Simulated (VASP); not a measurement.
A run of VASP 6.6.1 is set up as follows.

INCAR

```
  PREC = Accurate
  ENCUT = 500
  EDIFF = 1E-6
  ISMEAR = -1
  SIGMA = 0.1
  LREAL = F
  LASPH = T
  NELM = 120
  ALGO = Normal
  ISIF = 2
  LWAVE = F
  LCHARG = F
  GGA = PE
  NBANDS = 20
  GGA_COMPAT = F
```

The input KPOINTS:

```
Automatic mesh
0
Gamma
  20 20 11
```

The input POSCAR:

```
Ga
1.0
    3.0338911979      0.0000000000      0.0000000000
   -1.5169455990      2.6274268497      0.0000000000
    0.0000000000      0.0000000000      4.7888041509
Ga
2
Direct
    0.3333333333      0.6666666667      0.2500000000
    0.6666666667      0.3333333333      0.7500000000
```

Potentials or basis: VASP PAW PBE potentials, release 64 (Ga_d).

Launch:

```sh
$ cat potpaw_PBE.64/Ga_d/POTCAR > POTCAR
$ mpirun -np 1 vasp_std > vasp.out
```

**Question.** Predict the band gap on the k mesh.

**Answer.** Zero (band 13 reaches 9.41 eV, above the bottom of band 14 at 2.67 eV).

**Question.** Estimate the pressure.

**Answer.** 0.2 GPa.

Stress tensor (GPa, compression positive):
```
-0.06  0.00  0.00
 0.00 -0.06  0.00
 0.00  0.00  0.61
```
